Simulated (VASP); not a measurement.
# TiSi in VASP: further runs

Runs on TiSi. Level: PBE. Tasks: single point.

Program: VASP 6.6.1. These are calculated values, not measurements. Logs are shortened: lines on timing, memory, paths and dates and some standing lists are left out, and cuts for length are marked.

## 1. The cell of the first run

The cell holds a sheet with vacuum, 2 atoms: a = 3.472 Å, b = 3.472 Å, c = 23.800 Å, α = 90.00°, β = 90.00°, γ = 90.00°.

The cell was built from a structure type or drawn by symmetry, and may not be a known phase.

## 2. Single point, PBE

INCAR reads:

```
SYSTEM = TiSi
PREC = Accurate
ENCUT = 520
EDIFF = 1E-6
ISMEAR = 0
SIGMA = 0.1
LREAL = .FALSE.
LASPH = .TRUE.
NELM = 100
ALGO = Fast
ISIF = 2
LWAVE = .FALSE.
LCHARG = .FALSE.
LDIPOL = .TRUE.
IDIPOL = 3
DIPOL = 0.5 0.5 0.294
GGA = PE
NBANDS = 15
```

KPOINTS reads:

```
regular mesh
0
G
  16 16 1
  0 0 0
```

POSCAR reads:

```
TiSi
1.0
    3.4715149378      0.0000000000      0.0000000000
    0.0000000000      3.4715149378      0.0000000000
    0.0000000000      0.0000000000     23.8000000000
Ti Si
1 1
Direct
    0.5000000000      0.5000000000      0.2941176471
    0.0000000000      0.0000000000      0.2941176471
```

Potentials or basis: VASP PAW PBE potentials, release 64 (Ti_sv, Si).

Command:

```sh
$ cat potpaw_PBE.64/Ti_sv/POTCAR potpaw_PBE.64/Si/POTCAR > POTCAR
$ mpirun -np 1 vasp_std > vasp.out
```

OUTCAR:

```text
SYSTEM = TiSi
   PREC = Accurate
   ENCUT = 520
   EDIFF = 1E-6
   ISMEAR = 0
   LREAL = .FALSE.
   LASPH = .TRUE.
   NELM = 100
   ISIF = 2
   GGA = PE

 ion  position               nearest neighbor table
   1  0.500  0.500  0.294-   2 2.45   2 2.45   2 2.45   2 2.45
   2  0.000  0.000  0.294-   1 2.45   1 2.45   1 2.45   1 2.45

  LATTYP: Found a simple tetragonal cell.
 ALAT       =     3.4715149378
 C/A-ratio  =     6.8557965114

  Lattice vectors:

 A1 = (   3.4715149378,   0.0000000000,   0.0000000000)
 A2 = (   0.0000000000,   3.4715149378,   0.0000000000)
 A3 = (   0.0000000000,   0.0000000000,  23.8000000000)

Analysis of symmetry for initial positions (statically):
=====================================================================
 Subroutine PRICEL returns:
 Original cell was already a primitive cell.

 Routine SETGRP: Setting up the symmetry group for a
 simple tetragonal supercell.

 Subroutine GETGRP returns: Found 16 space group operations
 (whereof  8 operations were pure point group operations)
 out of a pool of 16 trial point group operations.

The static configuration has the point symmetry C_4v.
 The point group associated with its full space group is D_4h.

Analysis of symmetry for dynamics (positions and initial velocities):
=====================================================================
 Subroutine PRICEL returns:
 Original cell was already a primitive cell.

 Routine SETGRP: Setting up the symmetry group for a
 simple tetragonal supercell.

 Subroutine GETGRP returns: Found 16 space group operations
 (whereof  8 operations were pure point group operations)
 out of a pool of 16 trial point group operations.

The dynamic configuration has the point symmetry C_4v.
 The point group associated with its full space group is D_4h.

 Subroutine INISYM returns: Found 16 space group operations
 (whereof  8 operations are pure point group operations),
 and found     1 'primitive' translations

----------------------------------------------------------------------------------------

                                     Primitive cell

  volume of cell :     286.8237

  direct lattice vectors                    reciprocal lattice vectors
     3.471514938  0.000000000  0.000000000     0.288058677  0.000000000  0.000000000
     0.000000000  3.471514938  0.000000000     0.000000000  0.288058677  0.000000000
     0.000000000  0.000000000 23.800000000     0.000000000  0.000000000  0.042016807

  length of vectors
     3.471514938  3.471514938 23.800000000     0.288058677  0.288058677  0.042016807

  position of ions in fractional coordinates (direct lattice)
     0.500000000  0.500000000  0.294117647
     0.000000000  0.000000000  0.294117647

  ion indices of the primitive-cell ions
   primitive index   ion index
                 1           1
                 2           2

----------------------------------------------------------------------------------------

 KPOINTS: regular mesh

Automatic generation of k-mesh.
 Grid dimensions read from file:
 generate k-points for:   16   16    1

 Generating k-lattice:

  Cartesian coordinates                     Fractional coordinates (reciprocal lattice)
     0.018003667  0.000000000  0.000000000     0.062500000  0.000000000  0.000000000
     0.000000000  0.018003667  0.000000000     0.000000000  0.062500000  0.000000000
     0.000000000  0.000000000  0.042016807     0.000000000  0.000000000  1.000000000

  Length of vectors
     0.018003667  0.018003667  0.042016807

  Shift w.r.t. Gamma in fractional coordinates (k-lattice)
     0.000000000  0.000000000  0.000000000

 Subroutine IBZKPT returns following result:
 ===========================================

 Found     45 irreducible k-points:

 Following reciprocal coordinates:
            Coordinates               Weight
  0.000000  0.000000  0.000000      1.000000
  0.062500  0.000000  0.000000      4.000000
  0.125000  0.000000  0.000000      4.000000
  0.187500  0.000000  0.000000      4.000000
  0.250000  0.000000  0.000000      4.000000
  0.312500  0.000000  0.000000      4.000000
[... 16 lines left out ...]
  0.437500  0.125000  0.000000      8.000000
  0.500000  0.125000  0.000000      4.000000
 [... further k-points ...]
   k-points           NKPTS =     45   k-points in BZ     NKDIM =     45   number of bands    NBANDS=     15
   number of dos      NEDOS =    301   number of ions     NIONS =      2
   total plane-waves  NPLWV = 141120
   dimension x,y,z NGX =    28 NGY =   28 NGZ =  180
   dimension x,y,z NGXF=    56 NGYF=   56 NGZF=  360
   ions per type =               1   1
   NGX,Y,Z   is equivalent  to a cutoff of  13.41, 13.41, 12.57 a.u.
   NGXF,Y,Z  is equivalent  to a cutoff of  26.82, 26.82, 25.15 a.u.
 SYSTEM =  TiSi
   PREC   = accura    normal or accurate (medium, high low for compatibility)
   ISTART =      0    job   : 0-new  1-cont  2-samecut
   ICHARG =      2    charge: 1-file 2-atom 10-const
   ISPIN  =      1    spin polarized calculation?
   LNONCOLLINEAR =      F non collinear calculations
   LSORBIT =      F    spin-orbit coupling
   LASPH  =      T    aspherical Exc in radial PAW
   ENCUT  =  520.0 eV  38.22 Ry    6.18 a.u.   6.45  6.45 44.25*2*pi/ulx,y,z
   NELM   =    100;   NELMIN=  2; NELMDL= -5     # of ELM steps
   EDIFF  = 0.1E-05   stopping-criterion for ELM
   LREAL  =      F    real-space projection
   EDIFFG = 0.1E-04   stopping-criterion for IOM
   NSW    =      0    number of steps for IOM
   IBRION =     -1    ionic relax: 0-MD 1-quasi-New 2-CG
   NFREE  =      0    steps in history (QN), initial steepest desc. (CG)
   ISIF   =      2    stress and relaxation
   ISYM   =      2    0-nonsym 1-usesym 2-fastsym
   POTIM  = 0.5000    time-step for ionic-motion
   TEBEG  =    0.0;   TEEND  =   0.0 temperature during run
   PSTRESS=    0.0 pullay stress
   NELECT =      16.0000    total number of electrons
   NUPDOWN=      -1.0000    fix difference up-down
   EMIN   =  10.00;   EMAX   =-10.00  energy-range for DOS
   EFERMI =   0.00;   METHOD = LEGACY
   ISMEAR =     0;   SIGMA  =   0.10  broadening in eV -4-tet -1-fermi 0-gaus
   EFERMI_NEDOS =   21; number of points for ismear=-14 and -15
   IALGO  =     68    algorithm
   IMIX   =      4    mixing-type and parameters
     AMIX     =   0.40;   BMIX     =  1.00
     AMIX_MAG =   1.60;   BMIX_MAG =  1.00
  volume/ion in A,a.u.               =     143.41       967.79
  Fermi-wavevector in a.u.,A,eV,Ry     =   0.625523  1.182067  5.323671  0.391279
  Thomas-Fermi vector in A             =   1.686458
   LORBIT       =      0    0 simple, 1 ext, 2 COOP (PROOUT), +10 PAW based schemes
   GGA     = PE    functional components
   LHFCALC =     F    Hartree Fock is set to
   AEXX    =    0.0000 exact exchange contribution
   IVDW    =     0    specifies the selected vdW correction
   LEPSILON=     F    determine dielectric tensor
   LRPA    =     F    only Hartree local field effects (RPA)
 non-spin polarized calculation
 RMM-DIIS sequential band-by-band and
 Gauss-broadening in eV      SIGMA  =   0.10
  energy-cutoff  :      520.00
  volume of cell :      286.82
 maximum number of plane-waves:      7783
 NGX is ok and might be reduce to    28
   NGX = 13   NGY = 13   NGZ = 89

 dipolmoment           0.000000      0.000000     -0.000001 electrons x Angstroem

 number of electron      15.9999994 magnetization

 dipolmoment           0.000000      0.000000      0.000005 electrons x Angstroem

 Free energy of the ion-electron system (eV)
  ---------------------------------------------------
  ext. energy  EPLUGINS =         0.00000000
  ---------------------------------------------------
  free energy    TOTEN  =       -12.18169075 eV

  energy without entropy =      -12.17464779  energy(sigma->0) =      -12.17816927

 E-fermi :  -2.6091     XC(G=0):  -1.9718

 val. band max:       -2.6118949356   @ k =   0.4375   0.3750   0.0000
 cond. band min:      -2.6049625253   @ k =   0.5000   0.3750   0.0000
 fundamental gap:      0.0069324103
 Fermi energy:        -2.6090640673

 k-point     1 :       0.0000    0.0000    0.0000
  band No.  band energies     occupation
      1     -59.7354      2.00000
      2     -36.4836      2.00000
      3     -35.7406      2.00000
      4     -35.7406      2.00000
      5     -11.0486      2.00000
      6      -4.2170      2.00000
      7      -3.5304      2.00000
      8      -2.5020      0.12992
      9      -1.8204      0.00000
     10      -1.6307      0.00000
     11      -1.6307      0.00000
     12      -0.0153      0.00000
     13      -0.0153      0.00000
     14       1.0244      0.00000
     15       1.2458      0.00000

 k-point     2 :       0.0625    0.0000    0.0000
  band No.  band energies     occupation
      1     -59.7353      2.00000
      2     -36.4833      2.00000
      3     -35.7435      2.00000
      4     -35.7403      2.00000
      5     -10.9987      2.00000
      6      -4.2161      2.00000
      7      -3.5654      2.00000
      8      -2.4832      0.07514
      9      -2.0133      0.00000
     10      -1.6228      0.00000
     11      -1.6081      0.00000
     12      -0.1617      0.00000
     13       0.2444      0.00000
     14       1.0736      0.00000
     15       1.2968      0.00000

 k-point     3 :       0.1250    0.0000    0.0000
  band No.  band energies     occupation
      1     -59.7347      2.00000
      2     -36.4827      2.00000
      3     -35.7520      2.00000
      4     -35.7396      2.00000
      5     -10.8506      2.00000
      6      -4.2152      2.00000
      7      -3.7024      2.00000
      8      -2.4250      0.00925
      9      -2.4083      0.00452
     10      -1.6001      0.00000
     11      -1.5351      0.00000
     12      -0.4943      0.00000
     13       0.8394      0.00000
     14       1.2050      0.00000
     15       1.4485      0.00000

 k-point     4 :       0.1875    0.0000    0.0000
  band No.  band energies     occupation
      1     -59.7339      2.00000
      2     -36.4818      2.00000
      3     -35.7646      2.00000
      4     -35.7385      2.00000
      5     -10.6096      2.00000
      6      -4.2180      2.00000
      7      -4.0108      2.00000
      8      -2.8219      1.99739
      9      -2.3294      0.00008
     10      -1.5657      0.00000
     11      -1.3991      0.00000
     12      -0.7531      0.00000
     13       1.4100      0.00000
     14       1.5845      0.00000
     15       1.6980      0.00000
[... 307 lines left out ...]
 k-point    22 :       0.3750    0.1250    0.0000
  band No.  band energies     occupation
      1     -59.7306      2.00000
      2     -36.4778      2.00000
      3     -35.8049      2.00000
      4     -35.7454      2.00000
      5      -9.3874      2.00000
      6      -5.6287      2.00000
      7      -4.1307      2.00000
      8      -3.8197      2.00000
      9      -1.9188      0.00000
     10      -1.7974      0.00000
     11      -0.3916      0.00000
     12      -0.1590      0.00000
     13       2.0502      0.00000
     14       2.6081      0.00000
     15       2.9561      0.00000

 k-point    23 :       0.4375    0.1250    0.0000
  band No.  band energies     occupation
      1     -59.7301      2.00000
      2     -36.4772      2.00000
      3     -35.8131      2.00000
      4     -35.7445      2.00000
      5      -9.0612      2.00000
      6      -6.0799      2.00000
      7      -4.1337      2.00000
      8      -3.9041      2.00000
      9      -1.8458      0.00000
     10      -1.7553      0.00000
     11      -0.3063      0.00000
     12       0.2729      0.00000
     13       1.4008      0.00000
     14       3.0659      0.00000
     15       3.4458      0.00000

 k-point    24 :       0.5000    0.1250    0.0000
  band No.  band energies     occupation
      1     -59.7299      2.00000
      2     -36.4770      2.00000
      3     -35.8160      2.00000
      4     -35.7442      2.00000
      5      -8.9225      2.00000
      6      -6.2617      2.00000
      7      -4.1354      2.00000
      8      -3.9346      2.00000
      9      -1.8199      0.00000
     10      -1.7387      0.00000
     11      -0.2662      0.00000
     12       0.7621      0.00000
     13       0.8288      0.00000
     14       3.3473      0.00000
     15       3.6853      0.00000

 [... further k-points ...]

------------------------ aborting loop because EDIFF is reached ----------------------------------------

 vacuum level on the upper side and lower side of the slab       (xc-potential included)        -0.008        -0.008

  FORCE on cell =-STRESS in cart. coord.  units (eV):
  Direction    XX          YY          ZZ          XY          YZ          ZX
  --------------------------------------------------------------------------------------
  -------------------------------------------------------------------------------------
  Total       -0.0032735     -0.0032735     -0.0101263      0.0000000      0.0000000      0.0000000
  in kB       -0.0182853     -0.0182853     -0.0565647      0.0000000      0.0000000      0.0000000
  external PRESSURE =      -0.0310451 kB  Pullay stress =       0.0000000 kB

 VOLUME and BASIS-vectors are now :
 -----------------------------------------------------------------------------
  energy-cutoff  :      520.00
  volume of cell :      286.82
      direct lattice vectors                 reciprocal lattice vectors
     3.471514938  0.000000000  0.000000000     0.288058677  0.000000000  0.000000000
     0.000000000  3.471514938  0.000000000     0.000000000  0.288058677  0.000000000
     0.000000000  0.000000000 23.800000000     0.000000000  0.000000000  0.042016807

 POSITION                                       TOTAL-FORCE (eV/Angst)
 -----------------------------------------------------------------------------------
      1.73576      1.73576      7.00000         0.000000      0.000000      0.000000
      0.00000      0.00000      7.00000         0.000000      0.000000     -0.000000
 -----------------------------------------------------------------------------------
    total drift:                                0.000000      0.000000      0.000047

  FREE ENERGIE OF THE ION-ELECTRON SYSTEM (eV)
  ---------------------------------------------------
  free  energy   TOTEN  =       -12.1816907547 eV

  energy  without entropy=      -12.1746477946  energy(sigma->0) =      -12.17816927

 vacuum level on the upper side and lower side of the slab         1.456         1.456
```

It took 3.7 min on 1 thread of AMD EPYC 9R45 (Zen 5), shared host; peak memory 0.44 GiB.

What came out:

- Free energy: -12.1817 eV
- Band gap on the k mesh: zero (bands 8 and 9 overlap by 0.31 eV)

## 3. Single point, PBE

INCAR reads:

```
ALGO = Fast
DIPOL = 0.5 0.5 0.294
EDIFF = 1E-6
ENCUT = 520
GGA = PE
IDIPOL = 3
ISIF = 2
ISMEAR = 0
LASPH = True
LCHARG = False
LDIPOL = True
LREAL = False
LWAVE = False
NBANDS = 15
NELM = 100
PREC = Accurate
SIGMA = 0.1
```

KPOINTS reads:

```
k-points
0
Gamma
  16 16 1
```

POSCAR reads:

```
TiSi
1.0
    3.4727044506      0.0000000000      0.0000000000
    0.0000000000      3.4727044506      0.0000000000
    0.0000000000      0.0000000000     23.8000000000
Ti Si
1 1
Direct
    0.5000000000      0.5000000000      0.2941176471
    0.0000000000      0.0000000000      0.2941176471
```

Potentials or basis: VASP PAW PBE potentials, release 64 (Ti_sv, Si).

Command:

```sh
$ cat potpaw_PBE.64/Ti_sv/POTCAR potpaw_PBE.64/Si/POTCAR > POTCAR
$ mpirun -np 1 vasp_std > vasp.out
```

It took 3.5 min on 1 thread of AMD EPYC 9R45 (Zen 5), shared host; peak memory 0.44 GiB.

Results (log left out):

| Quantity | Value |
| --- | --- |
| Free energy | -12.1817 eV |
| Band gap on the k mesh | zero (bands 8 and 9 overlap by 0.31 eV) |

Levels at points of the mesh, in eV from the Fermi level:
| k point | band 6 | band 7 | band 8 | band 9 | band 10 | band 11 |
| --- | --- | --- | --- | --- | --- | --- |
| (0.00, 0.00, 0.00) | -1.61 | -0.92 | 0.11 | 0.79 | 0.98 | 0.98 |
| (0.50, 0.00, 0.00) | -3.89 | -1.67 | -1.28 | 0.75 | 1.19 | 2.31 |
| (0.50, 0.50, 0.00) | -1.51 | -1.51 | -0.12 | -0.12 | 0.95 | 1.64 |

## 4. Single point, PBE

This run uses another cell than the first one.

INCAR reads:

```
SYSTEM = TiSi
PREC     = Accurate       ! precision mode
ENCUT    = 520            ! plane-wave cutoff, eV
EDIFF    = 1E-6           ! SCF threshold, eV
ISMEAR   = 0              ! smearing method
SIGMA    = 0.1            ! smearing width, eV
LREAL    = .FALSE.        ! projectors in reciprocal space
LASPH    = .TRUE.         ! aspherical terms in the spheres
NELM     = 100            ! most SCF steps
ALGO     = Fast           ! electronic algorithm
ISIF     = 2              ! what is computed and relaxed
LWAVE    = .FALSE.        ! write WAVECAR
LCHARG   = .TRUE.         ! write CHGCAR
LDIPOL   = .TRUE.       
IDIPOL   = 3            
DIPOL    = 0.5 0.5 0.500
GGA      = PE             ! functional
LELF     = .TRUE.         ! ELF
LVHAR    = .TRUE.       
LVACPOTAV= .TRUE.       
NBANDS   = 15             ! bands
```

KPOINTS reads:

```
regular mesh
0
G
  6 6 1
  0 0 0
```

POSCAR reads:

```
TiSi
1.0
    3.7042520000      0.0000000000      0.0000000000
    0.0000000000      3.7042520000      0.0000000000
    0.0000000000      0.0000000000     14.0000000000
Ti Si
1 1
Direct
    0.5000000000      0.5000000000      0.5000000000
    0.0000000000      0.0000000000      0.5000000000
```

Command:

```sh
$ cat potpaw_PBE.64/Ti_sv/POTCAR potpaw_PBE.64/Si/POTCAR > POTCAR
$ mpirun -np 1 vasp_std > vasp.out
```

Run time: 34 s. Hardware: 1 thread of AMD EPYC 9R45 (Zen 5), shared host; peak memory 0.24 GiB.

Results (log left out):

```yaml
Free_energy: -11.8346 eV
Band_gap_on_the_k_mesh: zero (bands 8 and 9 overlap by 0.19 eV)
```

Levels at points of the mesh, in eV from the Fermi level:
```tsv
k point	band 5	band 6	band 7	band 8	band 9	band 10	band 11	band 12
(0.00, 0.00, 0.00)	-7.90	-1.23	-0.55	0.12	0.67	0.69	0.69	1.92
(0.50, 0.00, 0.00)	-6.29	-3.46	-1.32	-1.12	0.52	0.84	1.80	2.84
(0.50, 0.50, 0.00)	-6.08	-1.50	-1.50	-0.07	-0.07	0.65	1.45	1.86
```

## 5. Overview

```tsv
cell	k mesh	gap on the mesh (eV)
a = 3.472, b = 3.472, c = 23.800 Å, 2 atoms	16 × 16 × 1	none
a = 3.473, b = 3.473, c = 23.800 Å, 2 atoms	16 × 16 × 1	none
a = 3.704, b = 3.704, c = 14.000 Å, 2 atoms	6 × 6 × 1	none
```

Alike in all rows: task single point; level PBE; potentials or basis VASP PAW PBE potentials, release 64 (Ti_sv, Si); no spin polarisation; cutoff (eV) 520; smearing gaussian 0.1 eV.

Absolute energies hang on the potentials; compare differences alone.
